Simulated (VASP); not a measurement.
Wanted: the native input for a VASP 6.6.1 run.

- Task: relaxation of cell and atoms
- Functional: LDA
- Potentials or basis: VASP PAW LDA potentials, release 64 (Si, C)
- Cutoff: 600 eV
- k mesh: 14 × 14 × 14
- Occupations: fermi-dirac, width 0.08 eV
- Spin: no spin polarisation
- Dipole correction: no
- Further INCAR settings: ALGO = Normal; EDIFF = 1e-06; IBRION = 2; EDIFFG = -0.002; NSW = 100; ISIF = 3

The structure of SiC lies in POSCAR:

```
SiC
1.0
    2.1790000000      2.1790000000      0.0000000000
   -2.1790000000      2.1790000000      0.0000000000
    0.0000000000      2.1790000000      2.1790000000
Si C
1 1
Direct
    0.0000000000      0.0000000000      0.0000000000
    0.7500000000      0.2500000000      0.5000000000
```

These files were run (other wordings do the same):

INCAR

```
  PREC = Accurate
  ENCUT = 600
  EDIFF = 1E-6
  ISMEAR = -1
  SIGMA = 0.08
  LREAL = False
  LASPH = True
  NELM = 60
  ALGO = Normal
  ISIF = 3
  LWAVE = False
  LCHARG = False
  IBRION = 2
  NSW = 100
  EDIFFG = -0.002
```

KPOINTS

```
Automatic mesh
0
Gamma
  14 14 14
```

Potentials or basis: VASP PAW LDA potentials, release 64 (Si, C).

Launch:

```bash
$ cat potpaw_LDA.64/Si/POTCAR potpaw_LDA.64/C/POTCAR > POTCAR
$ mpirun -np 1 vasp_std > vasp.out
```

It gave:

The relaxed volume is 10.15 Å³/atom and the relaxed cell is a = 3.062 Å, b = 3.062 Å, c = 3.062 Å, α = 60.00°, β = 60.00°, γ = 90.00°. The space group after relaxing (to 0.05 Å) is F-43m (No. 216). The energy gained by relaxing is 2.6 meV/atom and the ionic steps are 3. The pressure after relaxing is 0.0 GPa. The band gap on the k mesh is 1.29 eV, indirect (least direct gap 4.52 eV).

Wall time 19 s on 1 thread of Intel(R) Xeon(R) 6975P-C (Granite Rapids), with other jobs on the host, peak memory 0.15 GiB.
